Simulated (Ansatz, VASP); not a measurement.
**One calculation of Cr, two programs**

Contents of INCAR:

```
PREC     = Accurate       # precision mode
ENCUT    = 520            # plane-wave cutoff, eV
EDIFF    = 1E-7           # SCF threshold, eV
ISMEAR   = -1             # smearing method
SIGMA    = 0.03           # smearing width, eV
LREAL    = F              # projectors in reciprocal space
LASPH    = T              # aspherical terms in the spheres
NELM     = 80             # most SCF steps
ALGO     = Normal         # electronic algorithm
ISIF     = 2              # what is computed and relaxed
LWAVE    = F              # write WAVECAR
LCHARG   = F              # write CHGCAR
NBANDS   = 19             # bands
```

File KPOINTS:

```
regular mesh
0
Gamma
  12 12 7
```

The input POSCAR:

```
Cr
1.0
    2.8016082334      0.0000000000      0.0000000000
   -1.4008041167      2.4262639016      0.0000000000
    0.0000000000      0.0000000000      4.5523553092
Cr
2
Direct
    0.3333333333      0.6666666667      0.2500000000
    0.6666666667      0.3333333333      0.7500000000
```

Input for Ansatz:

```yaml
crystal:
  lattice:
    - [2.8016082334, 0.0, 0.0]
    - [-1.4008041167, 2.4262639016, 0.0]
    - [0.0, 0.0, 4.5523553092]
  atoms:
    - { symbol: Cr, position: [0.3333333333, 0.6666666667, 0.25] }
    - { symbol: Cr, position: [0.6666666667, 0.3333333333, 0.75] }
kpoints:
  mp_grid: { grid: [12, 12, 7] }
scf:
  occupations: { method: fermi_dirac, width: 0.03 }
  lower_state_search: "off"
hamiltonian:
  xc: lda
  pseudopotentials: { kind: paw }
output:
  forces: true
  stress: true
  eigenvalues: true
```

Change from the starting cell: volume scaled by 1.1, no spin polarisation, PAW files.

Alike in both runs: task single point; functional LDA; k mesh 12 × 12 × 7; occupations fermi-dirac, width 0.03 eV; no spin polarisation.

|  | VASP | Ansatz |
| --- | --- | --- |
| version | VASP 6.6.1 | Ansatz 0.2.0 |
| potentials or method | VASP PAW LDA potentials, release 64 (Cr_pv) | PAW with Ansatz's default frozen-core files, scalar-relativistic |
| plane-wave cutoff (eV) | 520 | 420 |
| valence electrons in the cell | 24 | 28 |

```csv
,VASP,Ansatz,Ansatz less VASP
pressure (GPa),-44.7,-44.8,-0.08
"traceless stress, the component that is largest in VASP (GPa)",4.32,4.53,+0.209
```

LDA's correlation is that of Perdew and Zunger in VASP and of Perdew and Wang (1992) in Ansatz. Both programs put the cell under strong tension, so it lies far from rest at this level. VASP's potentials hold 24 valence electrons a cell and Ansatz's 28, so a difference there can come from the potentials and not from the codes.

Noted on VASP's run: the cell as given lies far from equilibrium.
